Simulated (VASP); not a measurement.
# Si (Imma) in VASP: further runs

Runs on Si. Level: PBEsol. Tasks: single point.

All numbers are computed with VASP 6.6.1; they aren't measurements. Logs are shortened: lines on timing, memory, paths and dates and some standing lists are left out, and cuts for length are marked.

## (1) The cell of the first run

The structure is orthorhombic, space group Imma (No. 74). The conventional cell has a = 3.825 Å, b = 4.073 Å, c = 5.302 Å, α = 90.00°, β = 90.00°, γ = 90.00°. Within 3.1 Å of Si (site symmetry mm2) lie 4 Si at 2.35 to 2.40 Å.

## (2) Single point, PBEsol (uniaxial strain along a: +6.0 %, then relaxed in part)

The input, INCAR:

```
ALGO = Normal
EDIFF = 1E-6
ENCUT = 520
GGA = PS
ISIF = 2
ISMEAR = 0
LASPH = True
LCHARG = False
LREAL = False
LWAVE = False
NBANDS = 16
NELM = 100
PREC = Accurate
SIGMA = 0.02
```

The input, KPOINTS:

```
k-points
0
Gamma
  10 10 8
```

The input, POSCAR:

```
Si
1.0
    2.8799321056      2.8799321056      0.0000000000
   -2.7047489069      2.7047489069      0.0000000000
    0.0000000000      0.0000000000      5.3017372270
Si
4
Direct
    0.0000000000      0.5000000000      0.2455214587
    0.0000000000      0.0000000000      0.5044785413
    0.5000000000      0.0000000000      0.7455214587
    0.5000000000      0.5000000000      0.0044785413
```

Potentials or basis: VASP PAW PBE potentials, release 64 (Si).

Started as:

```bash
$ cat potpaw_PBE.64/Si/POTCAR > POTCAR
$ mpirun -np 1 vasp_std > vasp.out
```

OUTCAR:

```text
EDIFF = 1E-6
   ENCUT = 520
   GGA = PS
   ISIF = 2
   ISMEAR = 0
   LASPH = True
   LREAL = False
   NELM = 100
   PREC = Accurate

 ion  position               nearest neighbor table
   1  0.000  0.500  0.246-   2 2.35   2 2.35   4 2.40   4 2.40
   2  0.000  0.000  0.504-   1 2.35   1 2.35   3 2.40   3 2.40
   3  0.500  0.000  0.746-   4 2.35   4 2.35   2 2.40   2 2.40
   4  0.500  0.500  0.004-   3 2.35   3 2.35   1 2.40   1 2.40

  LATTYP: Found a simple orthorhombic cell.
 ALAT       =     3.8250925870
 B/A-ratio  =     1.0647687474
 C/A-ratio  =     1.3860415419

  Lattice vectors:

 A1 = (   2.7047489069,  -2.7047489069,   0.0000000000)
 A2 = (   2.8799321056,   2.8799321056,   0.0000000000)
 A3 = (   0.0000000000,   0.0000000000,   5.3017372270)

Analysis of symmetry for initial positions (statically):
=====================================================================
 Subroutine PRICEL returns following result:

  LATTYP: Found a body centered orthorhombic cell.
 ALAT       =     3.8250925870
 B/A-ratio  =     1.0647687474
 C/A-ratio  =     1.3860415419

  Lattice vectors:

 A1 = (   2.7923405062,   0.0875915994,  -2.6508686135)
 A2 = (  -2.7923405062,  -0.0875915994,  -2.6508686135)
 A3 = (   0.0875915994,   2.7923405062,   2.6508686135)

   2 primitive cells build up your supercell.

 Routine SETGRP: Setting up the symmetry group for a
 simple orthorhombic supercell.

 Subroutine GETGRP returns: Found  8 space group operations
 (whereof  4 operations were pure point group operations)
 out of a pool of  8 trial point group operations.

The static configuration has the point symmetry C_2v.
 The point group associated with its full space group is D_2h.

Analysis of symmetry for dynamics (positions and initial velocities):
=====================================================================
 Subroutine PRICEL returns following result:

  LATTYP: Found a body centered orthorhombic cell.
 ALAT       =     3.8250925870
 B/A-ratio  =     1.0647687474
 C/A-ratio  =     1.3860415419

  Lattice vectors:

 A1 = (   2.7923405062,   0.0875915994,  -2.6508686135)
 A2 = (  -2.7923405062,  -0.0875915994,  -2.6508686135)
 A3 = (   0.0875915994,   2.7923405062,   2.6508686135)

   2 primitive cells build up your supercell.

 Routine SETGRP: Setting up the symmetry group for a
 simple orthorhombic supercell.

[... 104 lines left out ...]
   NELM   =    100;   NELMIN=  2; NELMDL= -5     # of ELM steps
   EDIFF  = 0.1E-05   stopping-criterion for ELM
   LREAL  =      F    real-space projection
   EDIFFG = 0.1E-04   stopping-criterion for IOM
   NSW    =      0    number of steps for IOM
   IBRION =     -1    ionic relax: 0-MD 1-quasi-New 2-CG
   NFREE  =      0    steps in history (QN), initial steepest desc. (CG)
   ISIF   =      2    stress and relaxation
   ISYM   =      2    0-nonsym 1-usesym 2-fastsym
   POTIM  = 0.5000    time-step for ionic-motion
   TEBEG  =    0.0;   TEEND  =   0.0 temperature during run
   PSTRESS=    0.0 pullay stress
   NELECT =      16.0000    total number of electrons
   NUPDOWN=      -1.0000    fix difference up-down
   EMIN   =  10.00;   EMAX   =-10.00  energy-range for DOS
   EFERMI =   0.00;   METHOD = LEGACY
   ISMEAR =     0;   SIGMA  =   0.02  broadening in eV -4-tet -1-fermi 0-gaus
   EFERMI_NEDOS =   21; number of points for ismear=-14 and -15
   IALGO  =     38    algorithm
   IMIX   =      4    mixing-type and parameters
     AMIX     =   0.40;   BMIX     =  1.00
     AMIX_MAG =   1.60;   BMIX_MAG =  1.00
  volume/ion in A,a.u.               =      20.65       139.35
  Fermi-wavevector in a.u.,A,eV,Ry     =   0.947245  1.790034 12.208144  0.897273
  Thomas-Fermi vector in A             =   2.075320
   LORBIT       =      0    0 simple, 1 ext, 2 COOP (PROOUT), +10 PAW based schemes
   GGA     = PS    functional components
   LHFCALC =     F    Hartree Fock is set to
   AEXX    =    0.0000 exact exchange contribution
   IVDW    =     0    specifies the selected vdW correction
   LEPSILON=     F    determine dielectric tensor
   LRPA    =     F    only Hartree local field effects (RPA)
 non-spin polarized calculation
 Gauss-broadening in eV      SIGMA  =   0.02
  energy-cutoff  :      520.00
  volume of cell :       82.60
 maximum number of plane-waves:      2248
   NGX = 15   NGY = 15   NGZ = 19

 number of electron      16.0000000 magnetization

 Free energy of the ion-electron system (eV)
  ---------------------------------------------------
  ext. energy  EPLUGINS =         0.00000000
  ---------------------------------------------------
  free energy    TOTEN  =       -22.86032295 eV

  energy without entropy =      -22.86029442  energy(sigma->0) =      -22.86030869

 E-fermi :   5.5263     XC(G=0):  -9.4428

 val. band max:        5.5262458008   @ k =   0.0000   0.1000   0.0000
 cond. band min:       5.5727330269   @ k =   0.1000   0.0000   0.0000
 fundamental gap:      0.0464872261
 Fermi energy:         5.5262564562

 k-point     1 :       0.0000    0.0000    0.0000
  band No.  band energies     occupation
      1      -6.2947      2.00000
      2      -2.1971      2.00000
      3      -1.9135      2.00000
      4       2.0924      2.00000
      5       2.8408      2.00000
      6       5.1579      2.00000
[... 433 lines left out ...]
      3      -0.6983      2.00000
      4      -0.6983      2.00000
      5       2.4812      2.00000
      6       2.4812      2.00000
[... 8 lines left out ...]
     15      13.9083      0.00000
     16      13.9083      0.00000

 [... further k-points ...]

------------------------ aborting loop because EDIFF is reached ----------------------------------------

  FORCE on cell =-STRESS in cart. coord.  units (eV):
  Direction    XX          YY          ZZ          XY          YZ          ZX
  --------------------------------------------------------------------------------------
  -------------------------------------------------------------------------------------
  Total       -2.0429320     -2.0429320      0.0517336     -2.1117374      0.0000000      0.0000000
  in kB      -39.6284508    -39.6284508      1.0035189    -40.9631263      0.0000000      0.0000000
  external PRESSURE =     -26.0844609 kB  Pullay stress =       0.0000000 kB

 VOLUME and BASIS-vectors are now :
 -----------------------------------------------------------------------------
  energy-cutoff  :      520.00
  volume of cell :       82.60
      direct lattice vectors                 reciprocal lattice vectors
     2.879932106  2.879932106  0.000000000     0.173615204  0.173615204  0.000000000
    -2.704748907  2.704748907  0.000000000    -0.184860043  0.184860043  0.000000000
     0.000000000  0.000000000  5.301737227     0.000000000  0.000000000  0.188617421

 POSITION                                       TOTAL-FORCE (eV/Angst)
 -----------------------------------------------------------------------------------
     -1.35237      1.35237      1.30169         0.000000     -0.000000     -0.001930
      0.00000      0.00000      2.67461        -0.000000      0.000000      0.001930
      1.43997      1.43997      3.95256        -0.000000      0.000000     -0.001930
      0.08759      2.79234      0.02374         0.000000     -0.000000      0.001930
 -----------------------------------------------------------------------------------
    total drift:                               -0.000000      0.000000      0.000000

  FREE ENERGIE OF THE ION-ELECTRON SYSTEM (eV)
  ---------------------------------------------------
  free  energy   TOTEN  =       -22.8603229540 eV

  energy  without entropy=      -22.8602944214  energy(sigma->0) =      -22.86030869
```

OSZICAR:

```text
N       E                     dE             d eps       ncg     rms          rms(c)
DAV:   1     0.238539221923E+02    0.23854E+02   -0.58681E+03  5760   0.815E+02
DAV:   2    -0.214511620504E+02   -0.45305E+02   -0.41246E+02  7936   0.119E+02
DAV:   3    -0.232643711695E+02   -0.18132E+01   -0.18002E+01  7688   0.223E+01
DAV:   4    -0.232845397093E+02   -0.20169E-01   -0.20165E-01  7312   0.307E+00
DAV:   5    -0.232848874241E+02   -0.34771E-03   -0.34770E-03  7832   0.380E-01    0.674E+00
DAV:   6    -0.229904847568E+02    0.29440E+00   -0.11577E-01  6880   0.161E+00    0.401E+00
DAV:   7    -0.228594655421E+02    0.13102E+00   -0.22730E-01  7024   0.228E+00    0.258E-01
DAV:   8    -0.228602245507E+02   -0.75901E-03   -0.19625E-02  6752   0.759E-01    0.146E-01
DAV:   9    -0.228602679954E+02   -0.43445E-04   -0.72979E-04  7504   0.155E-01    0.989E-02
DAV:  10    -0.228603222350E+02   -0.54240E-04   -0.12255E-04  7128   0.588E-02    0.208E-02
DAV:  11    -0.228603227719E+02   -0.53698E-06   -0.24058E-05  7320   0.258E-02    0.131E-02
DAV:  12    -0.228603229540E+02   -0.18207E-06   -0.21657E-06  6384   0.812E-03
   1 F= -.22860323E+02 E0= -.22860309E+02  d E =-.285326E-04
```

stdout:

```text
POSCAR found type information on POSCAR Si
 POSCAR found :  1 types and       4 ions
 scaLAPACK will be used
 -----------------------------------------------------------------------------
|                                                                             |
|                                                                             |
|     You enforced a specific xc type in the INCAR file but a different       |
|     I HOPE YOU KNOW WHAT YOU ARE DOING!                                     |
|                                                                             |
 -----------------------------------------------------------------------------

 LDA part: xc-table for (Slater+PW92), standard interpolation
 POSCAR, INCAR and KPOINTS ok, starting setup
 FFT: planning ... GRIDC
 FFT: planning ... GRID_SOFT
 FFT: planning ... GRID
 WAVECAR not read
 entering main loop
```

It took 1.8 min on 1 thread of AMD EPYC 7R13 (Zen 3), shared host; peak memory 0.26 GiB.

Results:

- Free energy: -22.8603 eV
- Pressure: -2.6 GPa
- Band gap on the k mesh: zero (bands 8 and 9 overlap by 0.15 eV)

Stress tensor (GPa, compression positive):
```
-3.96 -4.10  0.00
-4.10 -3.96  0.00
 0.00  0.00  0.10
```

Levels at points of the mesh, in eV from the Fermi level:
```tsv
k point	band 5	band 6	band 7	band 8	band 9	band 10	band 11	band 12
(0.00, 0.00, 0.00)	-2.69	-0.37	-0.08	0.11	0.15	0.80	1.97	2.23
(0.50, 0.00, 0.00)	-3.60	-3.60	-1.32	-1.32	2.34	2.34	4.85	4.85
(0.00, 0.50, 0.00)	-3.48	-3.48	-1.82	-1.82	1.69	1.69	4.50	4.50
(0.50, 0.50, 0.00)	-2.69	-2.69	-2.69	-2.69	0.75	0.75	0.75	0.75
(0.00, 0.00, 0.50)	-2.41	-2.41	-1.71	-1.71	0.75	0.75	3.11	3.11
(0.50, 0.00, 0.50)	-1.17	-1.17	-0.89	-0.89	1.62	1.62	3.34	3.34
(0.00, 0.50, 0.50)	-1.66	-1.66	-1.10	-1.10	0.85	0.85	2.81	2.81
(0.50, 0.50, 0.50)	-3.83	-3.83	-3.83	-3.83	4.53	4.53	4.53	4.53
```

Caveat: the cell differs from its parent crystal (uniaxial strain along a: +6.0 %, then relaxed in part); semilocal functionals underestimate gaps, and a narrow one can read as zero; the PAW data sets were made with another functional, which shifts forces and pressure a little.

## (3) Single point, PBEsol (uniaxial strain along a: +6.0 %)

The input, INCAR:

```
SYSTEM = Si
ALGO = Normal
EDIFF = 1E-7
ENCUT = 520
GGA = PS
ISIF = 2
ISMEAR = 0
LASPH = .TRUE.
LCHARG = .FALSE.
LREAL = .FALSE.
LWAVE = .FALSE.
NBANDS = 16
NELM = 100
PREC = Accurate
SIGMA = 0.02
```

The input, KPOINTS:

```
k-points
0
G
  10 10 8
  0 0 0
```

The input, POSCAR:

```
Si
1.0
    2.8799321056      2.8799321056      0.0000000000
   -2.6761633246      2.6761633246      0.0000000000
    0.0000000000      0.0000000000      5.3523266492
Si
4
Direct
    0.0000000000      0.5000000000      0.2471819766
    0.0000000000      0.0000000000      0.5028180234
    0.5000000000      0.0000000000      0.7471819766
    0.5000000000      0.5000000000      0.0028180234
```

Potentials or basis: VASP PAW PBE potentials, release 64 (Si).

Started as:

```bash
$ cat potpaw_PBE.64/Si/POTCAR > POTCAR
$ mpirun -np 1 vasp_std > vasp.out
```

It took 2.2 min on 1 thread of AMD EPYC 7R13 (Zen 3), shared host; peak memory 0.26 GiB.

Results (log left out):

| Item | Value |
| --- | --- |
| Free energy | -22.8473 eV |
| Pressure | -2.3 GPa |
| Largest force | 0.294 eV/Å |
| Band gap on the k mesh | zero (bands 8 and 9 overlap by 0.06 eV) |

Forces on the atoms (eV/Å):
```
Si   0.000  0.000 -0.294
Si   0.000  0.000  0.294
Si   0.000  0.000 -0.294
Si   0.000  0.000  0.294
```

Stress tensor (GPa, compression positive):
```
-3.24 -5.79  0.00
-5.79 -3.24  0.00
 0.00  0.00 -0.32
```

Levels at points of the mesh, in eV from the Fermi level:
| k point | band 5 | band 6 | band 7 | band 8 | band 9 | band 10 | band 11 | band 12 |
| --- | --- | --- | --- | --- | --- | --- | --- | --- |
| (0.00, 0.00, 0.00) | -2.62 | -0.31 | -0.06 | 0.04 | 0.05 | 0.86 | 1.87 | 2.05 |
| (0.50, 0.00, 0.00) | -3.70 | -3.70 | -1.29 | -1.29 | 2.39 | 2.39 | 4.92 | 4.92 |
| (0.00, 0.50, 0.00) | -3.56 | -3.56 | -1.76 | -1.76 | 1.75 | 1.75 | 4.36 | 4.36 |
| (0.50, 0.50, 0.00) | -2.77 | -2.77 | -2.77 | -2.77 | 0.67 | 0.67 | 0.67 | 0.67 |
| (0.00, 0.00, 0.50) | -2.41 | -2.41 | -1.68 | -1.68 | 0.80 | 0.80 | 3.06 | 3.06 |
| (0.50, 0.00, 0.50) | -1.16 | -1.16 | -0.94 | -0.94 | 1.65 | 1.65 | 3.24 | 3.24 |
| (0.00, 0.50, 0.50) | -1.60 | -1.60 | -1.25 | -1.25 | 0.83 | 0.83 | 2.74 | 2.74 |
| (0.50, 0.50, 0.50) | -3.86 | -3.86 | -3.86 | -3.86 | 4.38 | 4.38 | 4.38 | 4.38 |

Caveat: the cell differs from its parent crystal (uniaxial strain along a: +6.0 %); semilocal functionals underestimate gaps, and a narrow one can read as zero; the PAW data sets were made with another functional, which shifts forces and pressure a little.

The gap in the log of VASP goes by the Fermi energy; the results here count the filled bands.